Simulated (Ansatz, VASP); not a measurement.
## Rh in VASP and in Ansatz

```
CELL_PARAMETERS angstrom
0.00000 2.80203 2.80203
2.80203 0.00000 2.80203
2.80203 2.80203 0.00000
ATOMIC_POSITIONS crystal
Rh 0.00000 0.00000 0.00000
Rh 0.25000 0.25000 0.25000
```

Change from the starting cell: volume scaled by 1.05, crystal datasets.

Alike in both runs: task electric field gradients; functional PBE; k mesh 11 × 11 × 11; occupations fermi-dirac, width 0.08 eV; no spin polarisation.

|  | VASP | Ansatz |
| --- | --- | --- |
| version | VASP 6.6.1 | Ansatz 0.2.0 |
| potentials or method | VASP PAW PBE potentials, release 64 (Rh_pv), cutoff 400 eV | all-electron PAW with datasets made for the crystal, scalar-relativistic |

|  | VASP | Ansatz | Ansatz less VASP |
| --- | --- | --- | --- |
| pressure (GPa) | -6.2 | -5.5 | +0.74 |

Ansatz ran all-electron here, and VASP with PAW potentials.
